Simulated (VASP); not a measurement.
# CsCdCl3 (P4/mmm) in VASP: single point with LDA

Aim: the single point of CsCdCl3 with LDA.

All numbers are computed with VASP 6.6.1; they aren't measurements. Logs are shortened: lines on timing, memory, paths and dates and some standing lists are left out, and cuts for length are marked.

### Step 1. The cell of the first run

The structure is tetragonal, space group P4/mmm (No. 123). The conventional cell has a = 5.170 Å, b = 5.170 Å, c = 4.908 Å, α = 90.00°, β = 90.00°, γ = 90.00°. Cs (site symmetry 4/mmm) has 12 Cl at 3.56 to 3.66 Å and 8 Cd at 4.40 Å within 4.7 Å. Within 3.2 Å of Cd (site symmetry 4/mmm) lie 6 Cl at 2.45 to 2.58 Å. Within 3.4 Å of Cl (site symmetry mmm) lie 2 Cd at 2.58 Å. Within 3.2 Å of Cl (site symmetry 4/mmm) lie 2 Cd at 2.45 Å.

### Step 2. Single point, LDA

INCAR reads:

```
PREC     = Accurate       # precision mode
ENCUT    = 520            # plane-wave cutoff, eV
EDIFF    = 1E-6           # SCF threshold, eV
ISMEAR   = 0              # smearing method
SIGMA    = 0.02           # smearing width, eV
LREAL    = False          # projectors in reciprocal space
LASPH    = True           # aspherical terms in the spheres
NELM     = 60             # most SCF steps
ALGO     = Normal         # electronic algorithm
ISIF     = 2              # what is computed and relaxed
LWAVE    = False          # write WAVECAR
LCHARG   = False          # write CHGCAR
NBANDS   = 29             # bands
```

KPOINTS reads:

```
Automatic mesh
0
Gamma
  6 6 6
```

POSCAR reads:

```
CsCdCl3
1.0
    5.1699601833      0.0000000000      0.0000000000
    0.0000000000      5.1699601833      0.0000000000
    0.0000000000      0.0000000000      4.9076857411
Cs Cd Cl
1 1 3
Direct
    0.0000000000      0.0000000000      0.0000000000
    0.5000000000      0.5000000000      0.5000000000
    0.0000000000      0.5000000000      0.5000000000
    0.5000000000      0.0000000000      0.5000000000
    0.5000000000      0.5000000000      0.0000000000
```

Potentials or basis: VASP PAW LDA potentials, release 64 (Cs_sv, Cd, Cl).

Launch:

```
cat potpaw_LDA.64/Cs_sv/POTCAR potpaw_LDA.64/Cd/POTCAR potpaw_LDA.64/Cl/POTCAR > POTCAR
mpirun -np 1 vasp_std > vasp.out
```

OUTCAR:

```text
PREC = Accurate
   ENCUT = 520
   EDIFF = 1E-6
   ISMEAR = 0
   LREAL = False
   LASPH = True
   NELM = 60
   ISIF = 2

 ion  position               nearest neighbor table
   1  0.000  0.000  0.000-
   2  0.500  0.500  0.500-   5 2.45   5 2.45   3 2.58   4 2.58   4 2.58   3 2.58
   3  0.000  0.500  0.500-   2 2.58   2 2.58
   4  0.500  0.000  0.500-   2 2.58   2 2.58
   5  0.500  0.500  0.000-   2 2.45   2 2.45

  LATTYP: Found a simple tetragonal cell.
 ALAT       =     5.1699601833
 C/A-ratio  =     0.9492695431

  Lattice vectors:

 A1 = (   5.1699601833,   0.0000000000,   0.0000000000)
 A2 = (   0.0000000000,   5.1699601833,   0.0000000000)
 A3 = (   0.0000000000,   0.0000000000,   4.9076857411)

Analysis of symmetry for initial positions (statically):
=====================================================================
 Subroutine PRICEL returns:
 Original cell was already a primitive cell.

 Routine SETGRP: Setting up the symmetry group for a
 simple tetragonal supercell.

 Subroutine GETGRP returns: Found 16 space group operations
 (whereof 16 operations were pure point group operations)
 out of a pool of 16 trial point group operations.

The static configuration has the point symmetry D_4h.

Analysis of symmetry for dynamics (positions and initial velocities):
=====================================================================
 Subroutine PRICEL returns:
 Original cell was already a primitive cell.

 Routine SETGRP: Setting up the symmetry group for a
 simple tetragonal supercell.

 Subroutine GETGRP returns: Found 16 space group operations
 (whereof 16 operations were pure point group operations)
 out of a pool of 16 trial point group operations.

The dynamic configuration has the point symmetry D_4h.

 Subroutine INISYM returns: Found 16 space group operations
 (whereof 16 operations are pure point group operations),
 and found     1 'primitive' translations

----------------------------------------------------------------------------------------

                                     Primitive cell

  volume of cell :     131.1750

  direct lattice vectors                    reciprocal lattice vectors
     5.169960183  0.000000000  0.000000000     0.193425087  0.000000000  0.000000000
     0.000000000  5.169960183  0.000000000     0.000000000  0.193425087  0.000000000
     0.000000000  0.000000000  4.907685741     0.000000000  0.000000000  0.203762028

  length of vectors
     5.169960183  5.169960183  4.907685741     0.193425087  0.193425087  0.203762028

  position of ions in fractional coordinates (direct lattice)
     0.000000000  0.000000000  0.000000000
     0.500000000  0.500000000  0.500000000
     0.000000000  0.500000000  0.500000000
     0.500000000  0.000000000  0.500000000
     0.500000000  0.500000000  0.000000000

  ion indices of the primitive-cell ions
   primitive index   ion index
                 1           1
                 2           2
                 3           3
                 4           4
                 5           5

----------------------------------------------------------------------------------------

 KPOINTS: Automatic mesh

Automatic generation of k-mesh.
 Grid dimensions read from file:
 generate k-points for:    6    6    6

 Generating k-lattice:

  Cartesian coordinates                     Fractional coordinates (reciprocal lattice)
     0.032237515  0.000000000  0.000000000     0.166666667  0.000000000  0.000000000
     0.000000000  0.032237515  0.000000000     0.000000000  0.166666667  0.000000000
     0.000000000  0.000000000  0.033960338     0.000000000  0.000000000  0.166666667

  Length of vectors
     0.032237515  0.032237515  0.033960338

  Shift w.r.t. Gamma in fractional coordinates (k-lattice)
     0.000000000  0.000000000  0.000000000

 Subroutine IBZKPT returns following result:
 ===========================================

 Found     40 irreducible k-points:

 Following reciprocal coordinates:
            Coordinates               Weight
  0.000000  0.000000  0.000000      1.000000
  0.166667  0.000000  0.000000      4.000000
  0.333333  0.000000  0.000000      4.000000
  0.500000  0.000000  0.000000      2.000000
  0.166667  0.166667  0.000000      4.000000
  0.333333  0.166667  0.000000      8.000000
[... 16 lines left out ...]
  0.333333  0.000000  0.333333      8.000000
  0.500000  0.000000  0.333333      4.000000
 [... further k-points ...]
   k-points           NKPTS =     40   k-points in BZ     NKDIM =     40   number of bands    NBANDS=     29
   number of dos      NEDOS =    301   number of ions     NIONS =      5
   total plane-waves  NPLWV =  64000
   dimension x,y,z NGX =    40 NGY =   40 NGZ =   40
   dimension x,y,z NGXF=    80 NGYF=   80 NGZF=   80
   ions per type =               1   1   3
   NGX,Y,Z   is equivalent  to a cutoff of  12.86, 12.86, 13.55 a.u.
   NGXF,Y,Z  is equivalent  to a cutoff of  25.72, 25.72, 27.10 a.u.
 SYSTEM =  unknown system
   PREC   = accura    normal or accurate (medium, high low for compatibility)
   ISTART =      0    job   : 0-new  1-cont  2-samecut
   ICHARG =      2    charge: 1-file 2-atom 10-const
   ISPIN  =      1    spin polarized calculation?
   LNONCOLLINEAR =      F non collinear calculations
   LSORBIT =      F    spin-orbit coupling
   LASPH  =      T    aspherical Exc in radial PAW
   ENCUT  =  520.0 eV  38.22 Ry    6.18 a.u.   9.61  9.61  9.13*2*pi/ulx,y,z
   NELM   =     60;   NELMIN=  2; NELMDL= -5     # of ELM steps
   EDIFF  = 0.1E-05   stopping-criterion for ELM
   LREAL  =      F    real-space projection
   EDIFFG = 0.1E-04   stopping-criterion for IOM
   NSW    =      0    number of steps for IOM
   IBRION =     -1    ionic relax: 0-MD 1-quasi-New 2-CG
   NFREE  =      0    steps in history (QN), initial steepest desc. (CG)
   ISIF   =      2    stress and relaxation
   ISYM   =      2    0-nonsym 1-usesym 2-fastsym
   POTIM  = 0.5000    time-step for ionic-motion
   TEBEG  =    0.0;   TEEND  =   0.0 temperature during run
   PSTRESS=    0.0 pullay stress
   NELECT =      42.0000    total number of electrons
   NUPDOWN=      -1.0000    fix difference up-down
   EMIN   =  10.00;   EMAX   =-10.00  energy-range for DOS
   EFERMI =   0.00;   METHOD = LEGACY
   ISMEAR =     0;   SIGMA  =   0.02  broadening in eV -4-tet -1-fermi 0-gaus
   EFERMI_NEDOS =   21; number of points for ismear=-14 and -15
   IALGO  =     38    algorithm
   IMIX   =      4    mixing-type and parameters
     AMIX     =   0.40;   BMIX     =  1.00
     AMIX_MAG =   1.60;   BMIX_MAG =  1.00
  volume/ion in A,a.u.               =      26.24       177.04
  Fermi-wavevector in a.u.,A,eV,Ry     =   1.119973  2.116442 17.066325  1.254339
  Thomas-Fermi vector in A             =   2.256616
   LORBIT       =      0    0 simple, 1 ext, 2 COOP (PROOUT), +10 PAW based schemes
   GGA     = CA    functional components
   LHFCALC =     F    Hartree Fock is set to
   AEXX    =    0.0000 exact exchange contribution
   IVDW    =     0    specifies the selected vdW correction
   LEPSILON=     F    determine dielectric tensor
   LRPA    =     F    only Hartree local field effects (RPA)
 non-spin polarized calculation
 Gauss-broadening in eV      SIGMA  =   0.02
  energy-cutoff  :      520.00
  volume of cell :      131.18
 maximum number of plane-waves:      3567
 NGX is ok and might be reduce to    40
   NGX = 19   NGY = 19   NGZ = 19

 number of electron      42.0000007 magnetization

 Free energy of the ion-electron system (eV)
  ---------------------------------------------------
  ext. energy  EPLUGINS =         0.00000000
  ---------------------------------------------------
  free energy    TOTEN  =       -16.78054125 eV

  energy without entropy =      -16.78054125  energy(sigma->0) =      -16.78054125

 E-fermi :   0.8753     XC(G=0):  -9.4529

 val. band max:        0.7130741000   @ k =   0.5000   0.5000   0.5000
 cond. band min:       2.2470133624   @ k =   0.0000   0.0000   0.0000
 fundamental gap:      1.5339392624
 Fermi energy:         0.8752822578

 k-point     1 :       0.0000    0.0000    0.0000
  band No.  band energies     occupation
      1     -18.4743      2.00000
      2     -13.4912      2.00000
      3     -12.7985      2.00000
      4     -12.6399      2.00000
      5      -6.1923      2.00000
      6      -6.1923      2.00000
[... 21 lines left out ...]
     28       7.6524      0.00000
     29      11.5969      0.00000

 k-point     2 :       0.1667    0.0000    0.0000
  band No.  band energies     occupation
      1     -18.4708      2.00000
      2     -13.4723      2.00000
      3     -12.7878      2.00000
      4     -12.6500      2.00000
      5      -6.2114      2.00000
      6      -6.1920      2.00000
[... 21 lines left out ...]
     28       7.9717      0.00000
     29      11.0897      0.00000

 k-point     3 :       0.3333    0.0000    0.0000
  band No.  band energies     occupation
      1     -18.4639      2.00000
      2     -13.4359      2.00000
      3     -12.7602      2.00000
      4     -12.6729      2.00000
      5      -6.4841      2.00000
      6      -6.2464      2.00000
[... 21 lines left out ...]
     28       8.7932      0.00000
     29       9.9543      0.00000

 k-point     4 :       0.5000    0.0000    0.0000
  band No.  band energies     occupation
      1     -18.4604      2.00000
      2     -13.4186      2.00000
      3     -12.7390      2.00000
      4     -12.6897      2.00000
      5      -6.6603      2.00000
      6      -6.2627      2.00000
[... 21 lines left out ...]
     28       9.0700      0.00000
     29       9.4637      0.00000

 k-point     5 :       0.1667    0.1667    0.0000
  band No.  band energies     occupation
      1     -18.4676      2.00000
      2     -13.4509      2.00000
      3     -12.7780      2.00000
      4     -12.6596      2.00000
      5      -6.2146      2.00000
      6      -6.2041      2.00000
[... 21 lines left out ...]
     28       8.0736      0.00000
     29      10.7624      0.00000
[... 510 lines left out ...]
     28       8.7640      0.00000
     29      10.1872      0.00000

 k-point    22 :       0.1667    0.0000    0.3333
  band No.  band energies     occupation
      1     -18.4565      2.00000
      2     -13.2274      2.00000
      3     -12.8969      2.00000
      4     -12.6399      2.00000
      5      -6.8029      2.00000
      6      -6.2943      2.00000
[... 21 lines left out ...]
     28       8.9982      0.00000
     29       9.8978      0.00000

 k-point    23 :       0.3333    0.0000    0.3333
  band No.  band energies     occupation
      1     -18.4512      2.00000
      2     -13.1880      2.00000
      3     -12.8429      2.00000
      4     -12.6700      2.00000
      5      -6.8421      2.00000
      6      -6.3345      2.00000
[... 21 lines left out ...]
     28       8.9474      0.00000
     29       9.2059      0.00000

 k-point    24 :       0.5000    0.0000    0.3333
  band No.  band energies     occupation
      1     -18.4486      2.00000
      2     -13.1720      2.00000
      3     -12.7921      2.00000
      4     -12.7038      2.00000
      5      -6.8840      2.00000
      6      -6.4521      2.00000
[... 21 lines left out ...]
     28       9.1662      0.00000
     29       9.2063      0.00000

 [... further k-points ...]
[... 5 lines left out ...]
  --------------------------------------------------------------------------------------
  -------------------------------------------------------------------------------------
  Total        0.2129401      0.2129401      2.9164852      0.0000000      0.0000000      0.0000000
  in kB        2.6008590      2.6008590     35.6220754      0.0000000      0.0000000      0.0000000
  external PRESSURE =      13.6079311 kB  Pullay stress =       0.0000000 kB

 VOLUME and BASIS-vectors are now :
 -----------------------------------------------------------------------------
  energy-cutoff  :      520.00
  volume of cell :      131.18
      direct lattice vectors                 reciprocal lattice vectors
     5.169960183  0.000000000  0.000000000     0.193425087  0.000000000  0.000000000
     0.000000000  5.169960183  0.000000000     0.000000000  0.193425087  0.000000000
     0.000000000  0.000000000  4.907685741     0.000000000  0.000000000  0.203762028

 POSITION                                       TOTAL-FORCE (eV/Angst)
 -----------------------------------------------------------------------------------
      0.00000      0.00000      0.00000         0.000000      0.000000      0.000000
      2.58498      2.58498      2.45384         0.000000      0.000000      0.000000
      0.00000      2.58498      2.45384         0.000000      0.000000      0.000000
      2.58498      0.00000      2.45384         0.000000      0.000000      0.000000
      2.58498      2.58498      0.00000         0.000000      0.000000      0.000000
 -----------------------------------------------------------------------------------
    total drift:                                0.000000      0.000000     -0.000000

  FREE ENERGIE OF THE ION-ELECTRON SYSTEM (eV)
  ---------------------------------------------------
  free  energy   TOTEN  =       -16.7805412531 eV

  energy  without entropy=      -16.7805412531  energy(sigma->0) =      -16.78054125
```

Wall time 99 s (1 thread of Intel Xeon Platinum 8488C (Sapphire Rapids), shared host); peak memory 0.29 GiB.

Results:

```
Free energy            : -16.7805 eV
Pressure               : 1.4 GPa
Band gap on the k mesh : 1.53 eV, indirect (least direct gap 2.43 eV)
```

Stress tensor (GPa, compression positive):
```
0.26 0.00 0.00
0.00 0.26 0.00
0.00 0.00 3.56
```

Levels at points of the mesh, in eV from the valence-band top:
```
           k point  band 19  band 20  band 21  band 22  band 23  band 24
(0.00, 0.00, 0.00)    -0.90    -0.90    -0.90     1.53     5.39     5.43
(0.50, 0.00, 0.00)    -1.24    -1.22    -1.21     4.26     6.71     6.84
(0.50, 0.50, 0.00)    -1.47    -0.68    -0.27     6.09     6.93     6.93
(0.00, 0.00, 0.50)    -1.40    -1.24    -1.24     4.88     6.93     7.28
(0.50, 0.00, 0.50)    -1.35    -0.61    -0.08     6.56     6.72     7.31
(0.50, 0.50, 0.50)    -0.58    -0.26     0.00     5.34     5.34     5.62
```

Caveat: spin-orbit coupling is left out, which moves the levels of the heavy elements.
